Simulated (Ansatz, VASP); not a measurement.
**In: VASP beside Ansatz**

```
In
1.0
    -1.86917    1.86917    1.86917
     1.86917   -1.86917    1.86917
     1.86917    1.86917   -1.86917
In
1
Direct
  0.98751 0.98619 0.97243
```

Alike in both runs: task single point; functional r2SCAN; k mesh 6 × 6 × 6; occupations fermi-dirac, width 0.1 eV; no spin polarisation.

|  | VASP | Ansatz |
| --- | --- | --- |
| version | VASP 6.6.1 | Ansatz 0.2.0 |
| potentials or method | VASP PAW PBE potentials, release 64 (In_d), cutoff 550 eV | plane waves, PAW |
| valence electrons in the cell | 13 | 13 |

|  | VASP | Ansatz | Ansatz less VASP |
| --- | --- | --- | --- |
| pressure (GPa) | 0.0 | 0.0 | -0.04 |

VASP's potentials were made for PBE, not for r2SCAN. Ansatz's warnings: stress scf threshold loose.

The k mesh is coarse, so the values compare programs but aren't converged.
